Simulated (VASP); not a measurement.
# Ir (Fm-3m) in VASP: a series of runs, part 3 of 3

VASP 6.6.1. The steps go on from the part before.

**6. Relaxation of cell and atoms, PBEsol**

This run uses another cell than the first one, of 14.06 Å³/atom.

INCAR reads:

```
  PREC = Accurate
  ENCUT = 600
  EDIFF = 1E-7
  ISMEAR = -1
  SIGMA = 0.05
  LREAL = False
  LASPH = True
  NELM = 80
  ALGO = Normal
  ISIF = 3
  LWAVE = False
  LCHARG = False
  GGA = PS
  IBRION = 2
  NSW = 100
  EDIFFG = -0.002
```

KPOINTS reads:

```
regular mesh
0
Gamma
  24 24 24
```

POSCAR reads:

```
Ir
1.0
    0.0000000000      1.9156000000      1.9156000000
    1.9156000000      0.0000000000      1.9156000000
    1.9156000000      1.9156000000      0.0000000000
Ir
1
Direct
    0.0000000000      0.0000000000      0.0000000000
```

Potentials or basis: VASP PAW PBE potentials, release 64 (Ir).

Started as:

```bash
cat potpaw_PBE.64/Ir/POTCAR > POTCAR
mpirun -np 1 vasp_std > vasp.out
```

OUTCAR:

```text
PREC = Accurate
   ENCUT = 600
   EDIFF = 1E-7
   ISMEAR = -1
   LREAL = False
   LASPH = True
   NELM = 80
   ISIF = 3
   GGA = PS
   IBRION = 2
   NSW = 100
   EDIFFG = -0.002

 ion  position               nearest neighbor table
   1  0.000  0.000  0.000-

  LATTYP: Found a face centered cubic cell.
 ALAT       =     3.8312000000

  Lattice vectors:

 A1 = (   0.0000000000,   1.9156000000,   1.9156000000)
 A2 = (   1.9156000000,   0.0000000000,   1.9156000000)
 A3 = (   1.9156000000,   1.9156000000,   0.0000000000)

Analysis of symmetry for initial positions (statically):
=====================================================================
 Subroutine PRICEL returns:
 Original cell was already a primitive cell.

 Routine SETGRP: Setting up the symmetry group for a
 face centered cubic supercell.

 Subroutine GETGRP returns: Found 48 space group operations
 (whereof 48 operations were pure point group operations)
 out of a pool of 48 trial point group operations.

The static configuration has the point symmetry O_h .

[... 167 lines left out ...]
  Total        0.0742675      0.0742675      0.0742675     -0.0000000      0.0000000      0.0000000
  in kB        8.4637926      8.4637926      8.4637926     -0.0000000      0.0000000      0.0000000
  external PRESSURE =       8.4637926 kB  Pullay stress =       0.0000000 kB
[... 57 lines left out ...]
--------------------------------------- Ionic step        3  -------------------------------------------

 number of electron       9.0000000 magnetization

 Free energy of the ion-electron system (eV)
  ---------------------------------------------------
  ext. energy  EPLUGINS =         0.00000000
  ---------------------------------------------------
  free energy    TOTEN  =        -9.82284855 eV

  energy without entropy =       -9.81522216  energy(sigma->0) =       -9.81903536

 E-fermi :  10.3211     XC(G=0): -14.1256

 val. band max:       10.3198927371   @ k =   0.4167   0.0833   0.0417
 cond. band min:      10.3249170372   @ k =   0.5000   0.4583   0.0417
 fundamental gap:      0.0050243001
 Fermi energy:        10.3211129733

 k-point     1 :       0.0000    0.0000    0.0000
  band No.  band energies     occupation
      1      -0.9178      2.00000
      2       6.3908      2.00000
      3       6.3908      2.00000
      4       6.3908      2.00000
      5       9.1245      2.00000
      6       9.1245      2.00000
      7      24.6285      0.00000
      8      30.2266      0.00000
[... 243 lines left out ...]
 k-point    24 :       0.4583    0.0417    0.0000
  band No.  band energies     occupation
      1       2.2020      2.00000
      2       6.2615      2.00000
      3       6.3993      2.00000
      4       8.6945      2.00000
      5      11.1769      0.00000
      6      11.2869      0.00000
      7      18.2237      0.00000
      8      24.4672      0.00000

 [... further k-points ...]

------------------------ aborting loop because EDIFF is reached ----------------------------------------

  FORCE on cell =-STRESS in cart. coord.  units (eV):
  Direction    XX          YY          ZZ          XY          YZ          ZX
  --------------------------------------------------------------------------------------
  -------------------------------------------------------------------------------------
  Total       -0.0012556     -0.0012556     -0.0012556     -0.0000000      0.0000000      0.0000000
  in kB       -0.1427865     -0.1427865     -0.1427865     -0.0000000      0.0000000      0.0000000
  external PRESSURE =      -0.1427865 kB  Pullay stress =       0.0000000 kB
[... 16 lines left out ...]
  FREE ENERGIE OF THE ION-ELECTRON SYSTEM (eV)
  ---------------------------------------------------
  free  energy   TOTEN  =        -9.8228485530 eV

  energy  without entropy=       -9.8152221590  energy(sigma->0) =       -9.81903536

 reached required accuracy - stopping structural energy minimisation
```

Run time: 89 s. Hardware: 1 thread of Intel Xeon 8259CL, shared host; peak memory 0.2 GiB.

Results:

- Free energy: -9.8228 eV
- Relaxed volume: 14.09 Å³/atom
- Relaxed cell: a = 2.711 Å, b = 2.711 Å, c = 2.711 Å, α = 60.00°, β = 60.00°, γ = 60.00°
- Space group after relaxing (to 0.1 Å): Fm-3m (No. 225)
- Energy gained by relaxing: 0.1 meV/atom
- Ionic steps: 3
- Pressure after relaxing: 0.0 GPa
- Band gap on the k mesh: zero (an odd number of electrons rules out a gap without spin polarisation)

Final structure:
```yaml
crystal:
  lattice:
    - [0.00000, 1.91697, 1.91697]
    - [1.91697, 0.00000, 1.91697]
    - [1.91697, 1.91697, 0.00000]
  atoms:
    - { symbol: Ir, position: [0.00000, 0.00000, 0.00000] }
```

Levels at points of the mesh, in eV from the Fermi level:
```
           k point  band 2  band 3  band 4  band 5  band 6  band 7
(0.00, 0.00, 0.00)   -3.93   -3.93   -3.93   -1.20   -1.20   14.31
(0.50, 0.00, 0.00)   -4.03   -4.03   -0.83    0.91    0.91    7.27
(0.50, 0.50, 0.00)   -7.42    0.89    1.49    1.49    1.64   10.52
```

Caveat: the PAW data sets were made with another functional, which shifts forces and pressure a little; spin-orbit coupling is left out, which moves the levels of the heavy elements.

**7. The runs side by side**

```tsv
task	cell	cutoff (eV)	gap on the mesh (eV)	pressure (GPa)
single point	a = 2.693 Å, angles 60.0°, 1 atom	520	none	8.2
single point	a = 2.709 Å, angles 60.0°, 1 atom	520	none	1.0
single point	a = 2.706 Å, angles 60.0°, 1 atom	520	none	2.0
single point	a = 2.704 Å, angles 60.0°, 1 atom	520	none	3.0
relaxation of cell and atoms	relaxed from a = 2.709 Å, angles 60.0°, 1 atom	600	none	0.0
```

Alike in all rows: level PBEsol; potentials or basis VASP PAW PBE potentials, release 64 (Ir); no spin polarisation; k mesh 24 × 24 × 24; smearing fermi-dirac 0.05 eV.

Caveats: the PAW data sets were made with another functional, which shifts forces and pressure a little; spin-orbit coupling is left out, which moves the levels of the heavy elements; the cell stands under pressure (at least some runs).

Total energies depend on the potentials used, so only differences within one code and one set of settings carry meaning.
